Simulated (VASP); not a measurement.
Wanted: the native input for a VASP 6.6.1 run.

```
Task                   : single point
Functional             : PBE
Potentials or basis    : VASP PAW PBE potentials, release 64 (Bi_d, As)
Cutoff                 : 520 eV
k mesh                 : 4 × 4 × 4
Occupations            : gaussian, width 0.1 eV
Spin                   : no spin polarisation
Dipole correction      : no
Further INCAR settings : ALGO = Normal; EDIFF = 1e-06; NBANDS = 28
```

The structure of BiAs lies in POSCAR:

```
BiAs
1.0
    2.1330812394     -6.1067539557      0.0000000000
    2.1330812394      6.1067539557      0.0000000000
    0.0000000000      0.0000000000      4.3191222008
Bi As
2 2
Direct
    0.6376456794      0.3623543206      0.2500000000
    0.3623543206      0.6376456794      0.7500000000
    0.8644308802      0.1355691198      0.2500000000
    0.1355691198      0.8644308802      0.7500000000
```

One way to write it, as run:

INCAR

```
  PREC = Accurate
  ENCUT = 520
  EDIFF = 1E-6
  ISMEAR = 0
  SIGMA = 0.1
  LREAL = F
  LASPH = T
  NELM = 80
  ALGO = Normal
  ISIF = 2
  LWAVE = F
  LCHARG = F
  GGA = PE
  NBANDS = 28
```

KPOINTS

```
regular mesh
0
Gamma
  4 4 4
```

Potentials or basis: VASP PAW PBE potentials, release 64 (Bi_d, As).

Launch:

```console
$ cat potpaw_PBE.64/Bi_d/POTCAR potpaw_PBE.64/As/POTCAR > POTCAR
$ mpirun -np 1 vasp_std > vasp.out
```

Results of the run:

```yaml
Pressure: 0.1 GPa
Largest_force: 0.032 eV/Å
Band_gap_on_the_k_mesh: zero (bands 20 and 21 overlap by 0.14 eV)
```

Caveat: the k points lie up to 0.39 Å⁻¹ apart; spin-orbit coupling is left out, which moves the levels of the heavy elements.

Wall time 120 s on 1 thread of Oxide Virtual Turin-like Processor, on a shared host, peak memory 0.24 GiB.
